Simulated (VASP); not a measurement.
# TiTe2 (P-3m1) in VASP: further runs

TiTe2 is run at these levels: PBE, LDA; tasks: single point.

Program: VASP 6.6.1. These are calculated values, not measurements. Logs are shortened: lines on timing, memory, paths and dates and some standing lists are left out, and cuts for length are marked.

## 1. The cell of the first run

The structure is trigonal, space group P-3m1 (No. 164). Conventional cell: a = 3.752 Å, b = 3.752 Å, c = 6.454 Å, α = 90.00°, β = 90.00°, γ = 120.00°. Te (site symmetry 3m) has 3 Ti at 2.75 Å within 3.6 Å. Ti (site symmetry -3m) has 6 Te at 2.75 Å within 3.6 Å.

## 2. Single point, PBE

The input, INCAR:

```
PREC = Accurate ; ENCUT = 520
EDIFF = 1E-6 ; ISMEAR = -1
SIGMA = 0.05 ; LREAL = F
LASPH = T ; NELM = 100
ALGO = Normal ; ISIF = 2
LWAVE = F ; LCHARG = F
GGA = PE ; NBANDS = 19
```

The input, KPOINTS:

```
Automatic mesh
0
Gamma
  8 8 4
```

The input, POSCAR:

```
TiTe2
1.0
    3.7516502429      0.0000000000      0.0000000000
   -1.8758251215      3.2490244165      0.0000000000
    0.0000000000      0.0000000000      6.4543879477
Te Ti
2 1
Direct
    0.3333333333      0.6666666667      0.7372000000
    0.6666666667      0.3333333333      0.2628000000
    0.0000000000      0.0000000000      0.0000000000
```

Potentials or basis: VASP PAW PBE potentials, release 64 (Te, Ti_sv).

Launch:

```bash
cat potpaw_PBE.64/Te/POTCAR potpaw_PBE.64/Ti_sv/POTCAR > POTCAR
mpirun -np 1 vasp_std > vasp.out
```

OUTCAR:

```text
PREC = Accurate
   ENCUT = 520
   EDIFF = 1E-6
   ISMEAR = -1
   LREAL = F
   LASPH = T
   NELM = 100
   ISIF = 2
   GGA = PE

 ion  position               nearest neighbor table
   1  0.333  0.667  0.737-   3 2.75   3 2.75   3 2.75
   2  0.667  0.333  0.263-   3 2.75   3 2.75   3 2.75
   3  0.000  0.000  0.000-   1 2.75   2 2.75   2 2.75   1 2.75   2 2.75   1 2.75

  LATTYP: Found a hexagonal cell.
 ALAT       =     3.7516502429
 C/A-ratio  =     1.7204130262

  Lattice vectors:

 A1 = (   3.7516502429,   0.0000000000,   0.0000000000)
 A2 = (  -1.8758251215,   3.2490244165,   0.0000000000)
 A3 = (   0.0000000000,   0.0000000000,   6.4543879477)

Analysis of symmetry for initial positions (statically):
=====================================================================
 Subroutine PRICEL returns:
 Original cell was already a primitive cell.

 Routine SETGRP: Setting up the symmetry group for a
 hexagonal supercell.

 Subroutine GETGRP returns: Found 12 space group operations
 (whereof 12 operations were pure point group operations)
 out of a pool of 24 trial point group operations.

The static configuration has the point symmetry D_3d.

Analysis of symmetry for dynamics (positions and initial velocities):
=====================================================================
 Subroutine PRICEL returns:
 Original cell was already a primitive cell.

 Routine SETGRP: Setting up the symmetry group for a
 hexagonal supercell.

 Subroutine GETGRP returns: Found 12 space group operations
 (whereof 12 operations were pure point group operations)
 out of a pool of 24 trial point group operations.

The dynamic configuration has the point symmetry D_3d.

 Subroutine INISYM returns: Found 12 space group operations
 (whereof 12 operations are pure point group operations),
 and found     1 'primitive' translations

----------------------------------------------------------------------------------------

                                     Primitive cell

  volume of cell :      78.6738

  direct lattice vectors                    reciprocal lattice vectors
     3.751650243  0.000000000  0.000000000     0.266549368  0.153892349  0.000000000
    -1.875825121  3.249024417  0.000000000     0.000000000  0.307784698  0.000000000
     0.000000000  0.000000000  6.454387948     0.000000000  0.000000000  0.154933358

  length of vectors
     3.751650243  3.751650243  6.454387948     0.307784698  0.307784698  0.154933358

  position of ions in fractional coordinates (direct lattice)
     0.333333333  0.666666667  0.737200000
     0.666666667  0.333333333  0.262800000
     0.000000000  0.000000000  0.000000000

  ion indices of the primitive-cell ions
   primitive index   ion index
                 1           1
                 2           2
                 3           3

----------------------------------------------------------------------------------------

 KPOINTS: Automatic mesh

Automatic generation of k-mesh.
 Grid dimensions read from file:
 generate k-points for:    8    8    4

 Generating k-lattice:

  Cartesian coordinates                     Fractional coordinates (reciprocal lattice)
     0.033318671  0.019236544  0.000000000     0.125000000  0.000000000  0.000000000
     0.000000000  0.038473087  0.000000000     0.000000000  0.125000000  0.000000000
     0.000000000  0.000000000  0.038733340     0.000000000  0.000000000  0.250000000

  Length of vectors
     0.038473087  0.038473087  0.038733340

  Shift w.r.t. Gamma in fractional coordinates (k-lattice)
     0.000000000  0.000000000  0.000000000

 Subroutine IBZKPT returns following result:
 ===========================================

 Found     35 irreducible k-points:

 Following reciprocal coordinates:
            Coordinates               Weight
  0.000000  0.000000  0.000000      1.000000
  0.125000 -0.000000  0.000000      6.000000
  0.250000 -0.000000  0.000000      6.000000
  0.375000  0.000000  0.000000      6.000000
  0.500000 -0.000000  0.000000      3.000000
  0.125000  0.125000  0.000000      6.000000
[... 16 lines left out ...]
 -0.125000  0.500000  0.250000     12.000000
  0.250000  0.250000  0.250000     12.000000
 [... further k-points ...]
   k-points           NKPTS =     35   k-points in BZ     NKDIM =     35   number of bands    NBANDS=     19
   number of dos      NEDOS =    301   number of ions     NIONS =      3
   total plane-waves  NPLWV =  37632
   dimension x,y,z NGX =    28 NGY =   28 NGZ =   48
   dimension x,y,z NGXF=    56 NGYF=   56 NGZF=   96
   ions per type =               2   1
   NGX,Y,Z   is equivalent  to a cutoff of  12.41, 12.41, 12.36 a.u.
   NGXF,Y,Z  is equivalent  to a cutoff of  24.82, 24.82, 24.73 a.u.
 SYSTEM =  unknown system
   PREC   = accura    normal or accurate (medium, high low for compatibility)
   ISTART =      0    job   : 0-new  1-cont  2-samecut
   ICHARG =      2    charge: 1-file 2-atom 10-const
   ISPIN  =      1    spin polarized calculation?
   LNONCOLLINEAR =      F non collinear calculations
   LSORBIT =      F    spin-orbit coupling
   LASPH  =      T    aspherical Exc in radial PAW
   ENCUT  =  520.0 eV  38.22 Ry    6.18 a.u.   6.98  6.98 12.00*2*pi/ulx,y,z
   NELM   =    100;   NELMIN=  2; NELMDL= -5     # of ELM steps
   EDIFF  = 0.1E-05   stopping-criterion for ELM
   LREAL  =      F    real-space projection
   EDIFFG = 0.1E-04   stopping-criterion for IOM
   NSW    =      0    number of steps for IOM
   IBRION =     -1    ionic relax: 0-MD 1-quasi-New 2-CG
   NFREE  =      0    steps in history (QN), initial steepest desc. (CG)
   ISIF   =      2    stress and relaxation
   ISYM   =      2    0-nonsym 1-usesym 2-fastsym
   POTIM  = 0.5000    time-step for ionic-motion
   TEBEG  =    0.0;   TEEND  =   0.0 temperature during run
   PSTRESS=    0.0 pullay stress
   NELECT =      24.0000    total number of electrons
   NUPDOWN=      -1.0000    fix difference up-down
   EMIN   =  10.00;   EMAX   =-10.00  energy-range for DOS
   EFERMI =   0.00;   METHOD = LEGACY
   ISMEAR =    -1;   SIGMA  =   0.05  broadening in eV -4-tet -1-fermi 0-gaus
   EFERMI_NEDOS =   21; number of points for ismear=-14 and -15
   IALGO  =     38    algorithm
   IMIX   =      4    mixing-type and parameters
     AMIX     =   0.40;   BMIX     =  1.00
     AMIX_MAG =   1.60;   BMIX_MAG =  1.00
  volume/ion in A,a.u.               =      26.22       176.97
  Fermi-wavevector in a.u.,A,eV,Ry     =   1.102051  2.082575 16.524506  1.214517
  Thomas-Fermi vector in A             =   2.238488
   LORBIT       =      0    0 simple, 1 ext, 2 COOP (PROOUT), +10 PAW based schemes
   GGA     = PE    functional components
   LHFCALC =     F    Hartree Fock is set to
   AEXX    =    0.0000 exact exchange contribution
   IVDW    =     0    specifies the selected vdW correction
   LEPSILON=     F    determine dielectric tensor
   LRPA    =     F    only Hartree local field effects (RPA)
 non-spin polarized calculation
  energy-cutoff  :      520.00
  volume of cell :       78.67
 maximum number of plane-waves:      2136
   NGX = 13   NGY = 13   NGZ = 25

 number of electron      23.9999996 magnetization

 Free energy of the ion-electron system (eV)
  ---------------------------------------------------
  ext. energy  EPLUGINS =         0.00000000
  ---------------------------------------------------
  free energy    TOTEN  =       -16.19949285 eV

  energy without entropy =      -16.18815501  energy(sigma->0) =      -16.19382393

 E-fermi :   7.0476     XC(G=0):  -9.9522

 val. band max:        7.0327710987   @ k =   0.1250  -0.0000   0.2500
 cond. band min:       7.0790206921   @ k =   0.5000  -0.0000   0.0000
 fundamental gap:      0.0462495934
 Fermi energy:         7.0475508990

 k-point     1 :       0.0000    0.0000    0.0000
  band No.  band energies     occupation
      1     -50.3723      2.00000
      2     -26.6330      2.00000
      3     -26.6330      2.00000
      4     -26.6008      2.00000
      5      -5.4584      2.00000
      6      -3.8934      2.00000
[... 11 lines left out ...]
     18      12.2029      0.00000
     19      13.1840      0.00000

 k-point     2 :       0.1250   -0.0000    0.0000
  band No.  band energies     occupation
      1     -50.3718      2.00000
      2     -26.6398      2.00000
      3     -26.6346      2.00000
      4     -26.5992      2.00000
      5      -5.2813      2.00000
      6      -3.8034      2.00000
[... 11 lines left out ...]
     18      13.1173      0.00000
     19      13.9330      0.00000

 k-point     3 :       0.2500   -0.0000    0.0000
  band No.  band energies     occupation
      1     -50.3706      2.00000
      2     -26.6561      2.00000
      3     -26.6383      2.00000
      4     -26.5954      2.00000
      5      -4.7859      2.00000
      6      -3.5786      2.00000
[... 11 lines left out ...]
     18      12.8515      0.00000
     19      13.6710      0.00000

 k-point     4 :       0.3750    0.0000    0.0000
  band No.  band energies     occupation
      1     -50.3694      2.00000
      2     -26.6722      2.00000
      3     -26.6420      2.00000
      4     -26.5916      2.00000
      5      -4.1097      2.00000
      6      -3.3823      2.00000
[... 11 lines left out ...]
     18      12.6206      0.00000
     19      12.8055      0.00000

 k-point     5 :       0.5000   -0.0000    0.0000
  band No.  band energies     occupation
      1     -50.3689      2.00000
      2     -26.6789      2.00000
      3     -26.6435      2.00000
      4     -26.5900      2.00000
      5      -3.6285      2.00000
      6      -3.4334      2.00000
[... 11 lines left out ...]
     18      12.4409      0.00000
     19      12.7214      0.00000
[... 334 lines left out ...]
      2     -26.6651      2.00000
      3     -26.6434      2.00000
      4     -26.5927      2.00000
      5      -4.2160      2.00000
      6      -3.6078      2.00000
[... 11 lines left out ...]
     18      12.6097      0.00000
     19      13.7223      0.00000

 k-point    22 :       0.3750    0.1250    0.2500
  band No.  band energies     occupation
      1     -50.3689      2.00000
      2     -26.6752      2.00000
      3     -26.6472      2.00000
      4     -26.5900      2.00000
      5      -3.7256      2.00000
      6      -3.3264      2.00000
[... 11 lines left out ...]
     18      12.2566      0.00000
     19      13.1068      0.00000

 k-point    23 :      -0.1250    0.5000    0.2500
  band No.  band energies     occupation
      1     -50.3689      2.00000
      2     -26.6752      2.00000
      3     -26.6472      2.00000
      4     -26.5900      2.00000
      5      -3.6283      2.00000
      6      -3.4436      2.00000
[... 11 lines left out ...]
     18      11.9371      0.00000
     19      13.4182      0.00000

 k-point    24 :       0.2500    0.2500    0.2500
  band No.  band energies     occupation
      1     -50.3689      2.00000
      2     -26.6701      2.00000
      3     -26.6524      2.00000
      4     -26.5900      2.00000
      5      -3.7235      2.00000
      6      -3.3576      2.00000
[... 11 lines left out ...]
     18      12.3611      0.00000
     19      13.1623      0.00000

 [... further k-points ...]
[... 5 lines left out ...]
  --------------------------------------------------------------------------------------
  -------------------------------------------------------------------------------------
  Total        0.9938513      0.9938513      1.3500712     -0.0000000      0.0000000      0.0000000
  in kB       20.2395844     20.2395844     27.4939331     -0.0000000      0.0000000      0.0000000
  external PRESSURE =      22.6577006 kB  Pullay stress =       0.0000000 kB

 VOLUME and BASIS-vectors are now :
 -----------------------------------------------------------------------------
  energy-cutoff  :      520.00
  volume of cell :       78.67
      direct lattice vectors                 reciprocal lattice vectors
     3.751650243  0.000000000  0.000000000     0.266549368  0.153892349  0.000000000
    -1.875825121  3.249024417  0.000000000     0.000000000  0.307784698  0.000000000
     0.000000000  0.000000000  6.454387948     0.000000000  0.000000000  0.154933358

 POSITION                                       TOTAL-FORCE (eV/Angst)
 -----------------------------------------------------------------------------------
     -0.00000      2.16602      4.75817        -0.000000     -0.000000     -0.198182
      1.87583      1.08301      1.69621        -0.000000      0.000000      0.198182
      0.00000      0.00000      0.00000         0.000000      0.000000      0.000000
 -----------------------------------------------------------------------------------
    total drift:                                0.000000     -0.000000      0.000000

  FREE ENERGIE OF THE ION-ELECTRON SYSTEM (eV)
  ---------------------------------------------------
  free  energy   TOTEN  =       -16.1994928521 eV

  energy  without entropy=      -16.1881550098  energy(sigma->0) =      -16.19382393
```

Wall time 64 s (1 thread of Intel Xeon Platinum 8375C at 2.90GHz (Ice Lake), shared host); peak memory 0.21 GiB.

Results:

```
Free energy            : -16.1995 eV
Pressure               : 2.3 GPa
Largest force          : 0.198 eV/Å
Band gap on the k mesh : zero (band 12 reaches 7.46 eV, above the bottom of band 13 at 6.76 eV)
```

Forces on the atoms (eV/Å):
```
Te   0.000  0.000 -0.198
Te   0.000  0.000  0.198
Ti   0.000  0.000  0.000
```

Levels at points of the mesh, in eV from the Fermi level:
```
           k point  band 8  band 9  band 10  band 11  band 12  band 13  band 14  band 15  band 16  band 17
(0.00, 0.00, 0.00)   -1.70   -1.70     0.36     0.41     0.41     0.63     1.14     1.14     3.16     3.16
(0.50, 0.00, 0.00)   -3.75   -2.76    -2.43    -1.77    -1.14     0.03     1.19     1.54     2.47     3.46
(0.00, 0.00, 0.50)   -2.69   -1.62    -1.62     0.40     0.40     0.81     0.81     1.08     3.61     3.61
(0.50, 0.00, 0.50)   -4.63   -2.44    -2.05    -0.96    -0.59    -0.28     1.19     1.51     2.68     3.61
```

Caveat: spin-orbit coupling is left out, which moves the levels of the heavy elements; this functional lacks dispersion, which binds the layers, so the pressure and a relaxed spacing across them are unreliable.

## 3. Single point, LDA

This run uses another cell than the first one, of 26.76 Å³/atom, 1.020 times its volume.

The input, INCAR:

```
PREC = Accurate ; ENCUT = 520
EDIFF = 1E-6 ; ISMEAR = -1
SIGMA = 0.05 ; LREAL = False
LASPH = True ; NELM = 80
ALGO = Normal ; ISIF = 2
LWAVE = False ; LCHARG = False
GGA = CA ; NBANDS = 19
```

KPOINTS is that of step 2.

The input, POSCAR:

```
TiTe2
1.0
    3.7770000000      0.0000000000      0.0000000000
   -1.8885000000      3.2709779501      0.0000000000
    0.0000000000      0.0000000000      6.4980000000
Te Ti
2 1
Direct
    0.3333333333      0.6666666667      0.7372000000
    0.6666666667      0.3333333333      0.2628000000
    0.0000000000      0.0000000000      0.0000000000
```

Potentials or basis: VASP PAW LDA potentials, release 64 (Te, Ti_sv).

Launch:

```bash
cat potpaw_LDA.64/Te/POTCAR potpaw_LDA.64/Ti_sv/POTCAR > POTCAR
mpirun -np 1 vasp_std > vasp.out
```

Run time: 54 s. Hardware: 1 thread of Intel Xeon Platinum 8375C at 2.90GHz (Ice Lake), shared host; peak memory 0.19 GiB.

It converged, with:

```yaml
Free_energy: -18.2804 eV
Pressure: -4.0 GPa
Largest_force: 0.281 eV/Å
Band_gap_on_the_k_mesh: zero (band 12 reaches 7.01 eV, above the bottom of band 13 at 6.34 eV)
```

Forces in eV/Å, atoms in the order of the input:
```
Te   0.000  0.000  0.281
Te   0.000  0.000 -0.281
Ti   0.000  0.000  0.000
```

Stress tensor (GPa, compression positive):
```
-4.09  0.00  0.00
 0.00 -4.09  0.00
 0.00  0.00 -3.85
```

Levels at points of the mesh, in eV from the Fermi level:
```tsv
k point	band 8	band 9	band 10	band 11	band 12	band 13	band 14	band 15	band 16	band 17
(0.00, 0.00, 0.00)	-1.64	-1.64	0.33	0.39	0.39	0.63	1.11	1.11	3.09	3.09
(0.50, 0.00, 0.00)	-3.63	-2.65	-2.36	-1.70	-1.08	0.03	1.13	1.45	2.44	3.39
(0.00, 0.00, 0.50)	-2.62	-1.57	-1.57	0.38	0.38	0.79	0.79	1.01	3.53	3.53
(0.50, 0.00, 0.50)	-4.49	-2.36	-1.98	-0.91	-0.55	-0.27	1.13	1.43	2.65	3.52
```

Caveat: spin-orbit coupling is left out, which moves the levels of the heavy elements.
